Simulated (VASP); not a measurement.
Set up this calculation in VASP 6.6.1, as the native input.

```
Task                               : single point
Functional                         : PBE-based global hybrid with 15 % exact exchange
Potentials or basis                : VASP PAW PBE potentials, release 64 (Cs_sv, Ge_d, F)
Cutoff                             : 520 eV
k mesh                             : 4 × 4 × 4
Occupations                        : gaussian, width 0.01 eV
Spin                               : no spin polarisation
Dipole correction                  : no
Grid for exact exchange (PRECFOCK) : Normal
Share of exact exchange            : 0.15
Further INCAR settings             : ALGO = Normal; EDIFF = 1e-06; NBANDS = 30
```

CsGeF3:

```
Cs Ge F
1.0
     4.49652    0.00000    0.00000
     0.00000    4.49652    0.00000
     0.00000    0.00000    4.49652
Cs Ge F
1 1 3
Direct
  0.00000 0.00000 0.00000
  0.50000 0.50000 0.50000
  0.50000 0.50000 0.00000
  0.50000 0.00000 0.50000
  0.00000 0.50000 0.50000
```

These files were run (other wordings do the same):

POSCAR

```
CsGeF3
1.0
    4.4965198488      0.0000000000      0.0000000000
    0.0000000000      4.4965198488      0.0000000000
    0.0000000000      0.0000000000      4.4965198488
Cs Ge F
1 1 3
Direct
    0.0000000000      0.0000000000      0.0000000000
    0.5000000000      0.5000000000      0.5000000000
    0.5000000000      0.5000000000      0.0000000000
    0.5000000000      0.0000000000      0.5000000000
    0.0000000000      0.5000000000      0.5000000000
```

INCAR.step1

```
SYSTEM = CsGeF3
PREC     = Accurate       ! precision mode
ENCUT    = 520            ! plane-wave cutoff, eV
EDIFF    = 1E-5           ! SCF threshold, eV
ISMEAR   = 0              ! smearing method
SIGMA    = 0.01           ! smearing width, eV
LREAL    = .FALSE.        ! projectors in reciprocal space
LASPH    = .TRUE.         ! aspherical terms in the spheres
NELM     = 120            ! most SCF steps
ALGO     = Normal         ! electronic algorithm
ISIF     = 2              ! what is computed and relaxed
LWAVE    = .TRUE.         ! write WAVECAR
LCHARG   = .FALSE.        ! write CHGCAR
GGA      = PE             ! functional
NBANDS   = 30             ! bands
GGA_COMPAT= .FALSE.      
KPAR     = 4
```

INCAR.step2

```
SYSTEM = CsGeF3
PREC     = Accurate       ! precision mode
ENCUT    = 520            ! plane-wave cutoff, eV
EDIFF    = 1E-6           ! SCF threshold, eV
ISMEAR   = 0              ! smearing method
SIGMA    = 0.01           ! smearing width, eV
LREAL    = .FALSE.        ! projectors in reciprocal space
LASPH    = .TRUE.         ! aspherical terms in the spheres
NELM     = 120            ! most SCF steps
ALGO     = Normal         ! electronic algorithm
ISIF     = 2              ! what is computed and relaxed
LWAVE    = .FALSE.        ! write WAVECAR
LCHARG   = .FALSE.        ! write CHGCAR
GGA      = PE             ! functional
LHFCALC  = .TRUE.         ! exact exchange
AEXX     = 0.15           ! exact-exchange fraction
PRECFOCK = Normal       
ISTART   = 1            
NBANDS   = 30             ! bands
GGA_COMPAT= .FALSE.      
KPAR     = 4
```

KPOINTS

```
regular mesh
0
G
  4 4 4
  0 0 0
```

Potentials or basis: VASP PAW PBE potentials, release 64 (Cs_sv, Ge_d, F).

Command:

```sh
$ cat potpaw_PBE.64/Cs_sv/POTCAR potpaw_PBE.64/Ge_d/POTCAR potpaw_PBE.64/F/POTCAR > POTCAR
$ cp INCAR.step1 INCAR
$ mpirun -np 4 vasp_std > vasp.out
$ cp INCAR.step2 INCAR
$ mpirun -np 4 vasp_std > vasp.out
```

It gave:

```yaml
Pressure: 1.5 GPa
Band_gap_on_the_k_mesh: 2.81 eV
```

Caveat: the PAW data sets were made with another functional, which shifts forces and pressure a little; spin-orbit coupling is left out, which moves the levels of the heavy elements.

Run time: 18 min on 4 MPI ranks on Intel(R) Xeon(R) Platinum 8259CL CPU @ 2.50GHz (Skylake/Cascade Lake) (shared host), peak memory 0.25 GiB a rank.
